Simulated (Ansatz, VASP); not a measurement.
# One calculation of SiF, two programs

File POSCAR:

```
SiF
1.0
    1.3205085931      0.7623949358      3.8456236766
   -1.3205085931      0.7623949358      3.8456236766
    0.0000000000     -1.5247898716      3.8456236766
Si F
1 1
Direct
    0.5000000000      0.5000000000      0.5000000000
    0.0000000000      0.0000000000      0.0000000000
```

The input INCAR.step1:

```
SYSTEM = SiF
PREC = Accurate
ENCUT = 520
EDIFF = 1E-5
ISMEAR = -1
SIGMA = 0.05
LREAL = .FALSE.
LASPH = .TRUE.
NELM = 60
ALGO = Normal
ISIF = 2
LWAVE = .TRUE.
LCHARG = .FALSE.
GGA = PE
NBANDS = 12
```

INCAR.step2

```
SYSTEM = SiF
PREC = Accurate
ENCUT = 520
EDIFF = 1E-6
ISMEAR = -1
SIGMA = 0.05
LREAL = .FALSE.
LASPH = .TRUE.
NELM = 60
ALGO = Normal
ISIF = 2
LWAVE = .FALSE.
LCHARG = .FALSE.
METAGGA = R2SCAN
LHFCALC = .TRUE.
AEXX = 0.25
LMIXTAU = .TRUE.
PRECFOCK = Normal
ISTART = 1
NBANDS = 12
```

File KPOINTS:

```
Automatic mesh
0
G
  6 6 6
  0 0 0
```

File input.yaml:

```yaml
crystal:
  lattice:
    - [1.3205085931, 0.7623949358, 3.8456236766]
    - [-1.3205085931, 0.7623949358, 3.8456236766]
    - [0.0, -1.5247898716, 3.8456236766]
  atoms:
    - { symbol: Si, position: [0.5, 0.5, 0.5] }
    - { symbol: F, position: [0.0, 0.0, 0.0] }
hamiltonian:
  xc: r2scan0
  pseudopotentials: { kind: paw }
kpoints:
  mp_grid: { grid: [6, 6, 6] }
scf:
  occupations: { method: fermi_dirac, width: 0.05 }
output:
  forces: true
  stress: true
  eigenvalues: true
```

Alike in both runs: task single point; functional r2SCAN0; k mesh 6 × 6 × 6; occupations fermi-dirac, width 0.05 eV; no spin polarisation.

|  | VASP | Ansatz |
| --- | --- | --- |
| version | VASP 6.6.1 | Ansatz 0.2.0 |
| potentials or method | VASP PAW PBE potentials, release 64 (Si, F) | Ansatz PAW |
| plane-wave cutoff (eV) | 520 | 500 |
| valence electrons in the cell | 11 | 11 |

Ansatz gave:

| Property | Result |
| --- | --- |
| gap on the k mesh at the Fermi level (eV) | none |
| pressure (GPa) | -0.8 |
| traceless stress, the component that is largest in VASP (GPa) | 4.74 |

Task: Which values does VASP return?

Result: gap on the k mesh at the Fermi level (eV): none; pressure (GPa): -0.5; traceless stress, the component that is largest in VASP (GPa): 3.58.

VASP's potentials were made for PBE, not for r2SCAN0. A gap of «none» marks a metal or a gap that the smearing closes.

The k mesh is coarse, so the values compare programs but aren't converged.
